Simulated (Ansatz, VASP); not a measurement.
## SnO2: VASP beside Ansatz

The input POSCAR:

```
SnO2
1.0
    4.7104162379      0.0694621827     -0.0828709629
    0.0694621827      4.5012285149      0.0321667614
   -0.0557400310      0.0216357602      3.0112980164
Sn O
2 4
Direct
    0.0701226687     -0.0418179262     -0.0375122281
    0.4619158081      0.5276682586      0.4653764239
    0.2881445480      0.3897955679     -0.0104771200
    0.1517180898      0.7083266059      0.5222992583
    0.6550229599      0.7004015780      0.0820878283
    0.8730759255      0.2156259158      0.4782258376
```

The input INCAR.step1:

```
PREC = Accurate
ENCUT = 520
ISMEAR = 0
SIGMA = 0.05
LREAL = F
LASPH = T
NELM = 60
NBANDS = 35
GGA = PE
ALGO = Normal
EDIFF = 1E-4
LWAVE = T
LCHARG = F
```

Contents of INCAR.step2:

```
PREC = Accurate
ENCUT = 520
EDIFF = 1E-6
ISMEAR = 0
SIGMA = 0.05
LREAL = F
LASPH = T
NELM = 60
ALGO = Normal
ISIF = 2
LWAVE = F
LCHARG = F
METAGGA = R2SCAN
LMIXTAU = T
NBANDS = 35
ISTART = 1
```

File KPOINTS:

```
regular mesh
0
Gamma
  6 6 8
```

Input for Ansatz:

```yaml
crystal:
  lattice:
    - [4.7104162379, 0.0694621827, -0.0828709629]
    - [0.0694621827, 4.5012285149, 0.0321667614]
    - [-0.055740031, 0.0216357602, 3.0112980164]
  atoms:
    - { symbol: Sn, position: [0.0701226687, -0.0418179262, -0.0375122281] }
    - { symbol: Sn, position: [0.4619158081, 0.5276682586, 0.4653764239] }
    - { symbol: O, position: [0.288144548, 0.3897955679, -0.01047712] }
    - { symbol: O, position: [0.1517180898, 0.7083266059, 0.5222992583] }
    - { symbol: O, position: [0.6550229599, 0.700401578, 0.0820878283] }
    - { symbol: O, position: [0.8730759255, 0.2156259158, 0.4782258376] }
basis:
  ecutwfc: 500
kpoints:
  mp_grid: { grid: [6, 6, 8] }
hamiltonian:
  xc: r2scan
scf:
  occupations: { method: gaussian, width: 0.05 }
output:
  forces: true
  stress: true
  eigenvalues: true
  write_density: true
  write_potential: true
  elf: true
  volumetric_format: npy
```

Change from the starting cell: all atoms moved at random (sigma 0.22 Å a component), cell strained at random (sigma 0.03).

Alike in both runs: task single point; functional r2SCAN; k mesh 6 × 6 × 8; occupations gaussian, width 0.05 eV; no spin polarisation.

|  | VASP | Ansatz |
| --- | --- | --- |
| version | VASP 6.6.1 | Ansatz 0.2.0 |
| potentials or method | VASP PAW PBE potentials, release 64 (Sn_d, O), cutoff 520 eV | scalar-relativistic, plane waves, PAW |
| valence electrons in the cell | 52 | 52 |

|  | VASP | Ansatz | Ansatz less VASP |
| --- | --- | --- | --- |
| gap on the k mesh at the Fermi level (eV) | 1.35 | 1.37 | +0.026 |
| least direct gap on the mesh (eV) | 1.39 | 1.41 | +0.026 |
| pressure (GPa) | 82.5 | 82.3 | -0.16 |
| traceless stress, the component that is largest in VASP (GPa) | 21.66 | 20.10 | -1.567 |
| rms of the force components (eV/Å) | 7.555 | 7.698 | +0.1430 |

VASP's potentials were made for PBE, not for r2SCAN. Atom by atom the forces differ by 0.202 eV/Å (rms over components). Both programs put the cell under a high pressure, so it lies far from rest at this level.

Noted on VASP's run: the cell as given lies far from equilibrium.
